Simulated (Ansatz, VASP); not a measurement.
## One calculation of Na3TeF, two programs

```xyz
10
Lattice="4.7326 0.0000 0.0000 0.0000 4.7326 0.0000 0.0000 0.0000 9.4653" Properties=species:S:1:pos:R:3 pbc="T T T"
Na    2.3663    4.7326    0.0000
Na    2.3663    4.7326    4.7326
Na    4.7326    2.3663    4.7326
Na    0.0000    2.3663    9.4653
Na    0.0000    0.0000    2.3663
Na    4.7326    0.0000    7.0990
Te    2.3663    2.3663    2.3663
Te    2.3663    2.3663    7.0990
F     0.0000    0.0000    0.0000
F     0.0000    0.0000    4.7326
```

Alike in both runs: task single point; functional PBE; k mesh 4 × 4 × 2; occupations gaussian, width 0.1 eV; no spin polarisation.

|  | VASP | Ansatz |
| --- | --- | --- |
| version | VASP 6.6.1 | Ansatz 0.2.0 |
| potentials or method | VASP PAW PBE potentials, release 64 (Na_pv, Te, F), cutoff 520 eV | scalar-relativistic, plane waves, PAW |
| valence electrons in the cell | 68 | 100 |

|  | VASP | Ansatz | Ansatz less VASP |
| --- | --- | --- | --- |
| gap on the k mesh at the Fermi level (eV) | 2.09 | 2.09 | +0.004 |
| least direct gap on the mesh (eV) | 2.28 | 2.28 | +0.004 |
| pressure (GPa) | 0.0 | 0.0 | +0.02 |

The functional is the same, so the differences come from potentials, cutoffs and numerics. VASP's potentials hold 68 valence electrons a cell and Ansatz's 100, so a difference there can come from the potentials and not from the codes.

Spin-orbit coupling is off throughout.
